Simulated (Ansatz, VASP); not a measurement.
# Two plane-wave programs on ZnS

```
CELL_PARAMETERS angstrom
0.00000 2.69420 2.69420
2.69420 0.00000 2.69420
2.69420 2.69420 0.00000
ATOMIC_POSITIONS crystal
Zn 0.00000 0.00000 0.00000
S 0.25000 0.25000 0.25000
```

Alike in both runs: functional r2SCAN; k mesh 8 × 8 × 8; occupations gaussian, width 0.02 eV; no spin polarisation.

Ansatz relaxed the structure, and its values are those at the end. VASP's run is a single point on that final structure, the one shown.

|  | VASP | Ansatz |
| --- | --- | --- |
| version | VASP 6.6.1 | Ansatz 0.2.0 |
| potentials or method | VASP PAW PBE potentials, release 64 (Zn, S), cutoff 520 eV | scalar-relativistic, plane waves, PAW |
| valence electrons in the cell | 18 | 18 |

Ansatz gave:

* gap on the k mesh at the Fermi level (eV): 2.70
* least direct gap on the mesh (eV): 2.70
* pressure (GPa): 0.0

Estimate VASP's values.

gap on the k mesh at the Fermi level (eV): 2.71; least direct gap on the mesh (eV): 2.71; pressure (GPa): 0.0.

VASP's potentials were made for PBE, not for r2SCAN.
